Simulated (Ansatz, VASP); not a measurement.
Two plane-wave programs on Ba

```
CELL_PARAMETERS angstrom
-2.65625 2.34375 2.50000
2.65625 -2.34375 2.50000
2.65625 2.34375 -2.50000
ATOMIC_POSITIONS crystal
Ba 0.00000 0.00000 0.00000
```

Change from the starting cell: strain +0.0625 x Voigt [1, -1, 0, 0, 0, 0], atoms carried along.

Alike in both runs: task single point; functional PBEsol; k mesh 14 × 14 × 14; occupations gaussian, width 0.15 eV; no spin polarisation.

|  | VASP | Ansatz |
| --- | --- | --- |
| version | VASP 6.6.1 | Ansatz 0.2.0 |
| potentials or method | VASP PAW PBE potentials, release 64 (Ba_sv), cutoff 520 eV | scalar-relativistic, plane waves, PAW |
| valence electrons in the cell | 10 | 10 |

|  | VASP | Ansatz | Ansatz less VASP |
| --- | --- | --- | --- |
| gap on the k mesh at the Fermi level (eV) | none | none | - |
| pressure (GPa) | -0.5 | -0.5 | -0.06 |
| traceless stress, the component that is largest in VASP (GPa) | 0.34 | 0.34 | -0.005 |

VASP's potentials were made for PBE, not for PBEsol. A gap of «none» marks a metal or a gap that the smearing closes. The functional is the same, so the differences come from potentials, cutoffs and numerics.

Neither program's run includes spin-orbit coupling.
